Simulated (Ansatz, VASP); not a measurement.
## Ca in VASP and in Ansatz

```
CELL_PARAMETERS angstrom
3.42836 0.00000 0.00000
0.00000 3.42836 0.00000
0.00000 0.00000 3.42836
ATOMIC_POSITIONS crystal
Ca 0.00000 0.00000 0.00000
```

Alike in both runs: task single point; functional PBE; k mesh 15 × 15 × 15; occupations fermi-dirac, width 0.1 eV; no spin polarisation.

|  | VASP | Ansatz |
| --- | --- | --- |
| version | VASP 6.6.1 | Ansatz 0.2.0 |
| potentials or method | VASP PAW PBE potentials, release 64 (Ca_sv), cutoff 520 eV | plane waves (420 eV) with PAW, scalar-relativistic |
| valence electrons in the cell | 10 | 10 |

```csv
,VASP,Ansatz,Ansatz less VASP
pressure (GPa),1.0,1.0,0.00
```

With one functional, cell and mesh, what is left measures potentials, basis and numerics.
